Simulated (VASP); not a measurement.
H23C2NO10, 36 atoms in the cell. The cell holds a disordered packing, 36 atoms: a = 7.287 Å, b = 7.287 Å, c = 7.287 Å, α = 90.00°, β = 90.00°, γ = 90.00°. 

```yaml
Program: VASP 6.6.1
Task: single point
Functional: PBE
Dispersion: D3(BJ)
Potentials_or_basis: VASP PAW PBE potentials, release 64 (O, H, C, N)
Cutoff: 520 eV
k_mesh: 1 × 1 × 1
Occupations: fermi-dirac, width 0.05 eV
Spin: no spin polarisation
Dipole_correction: no
Further_INCAR_settings: LREAL = Auto; ALGO = Normal; EDIFF = 1e-06; NBANDS = 72
```

Potentials or basis: VASP PAW PBE potentials, release 64 (O, H, C, N).

Command:

```console
$ cat potpaw_PBE.64/O/POTCAR potpaw_PBE.64/H/POTCAR potpaw_PBE.64/C/POTCAR potpaw_PBE.64/N/POTCAR > POTCAR
$ mpirun -np 1 vasp_gam > vasp.out
```

Hardware: 1 thread of Intel(R) Xeon(R) 6975P-C (Granite Rapids), on a shared host.

**Question.** How long does it take, and how much memory?

**Answer.** Run time: 30 s on 1 thread of Intel(R) Xeon(R) 6975P-C (Granite Rapids) (shared host), peak memory 0.36 GiB. Counts: scf iterations 16, k points 1.
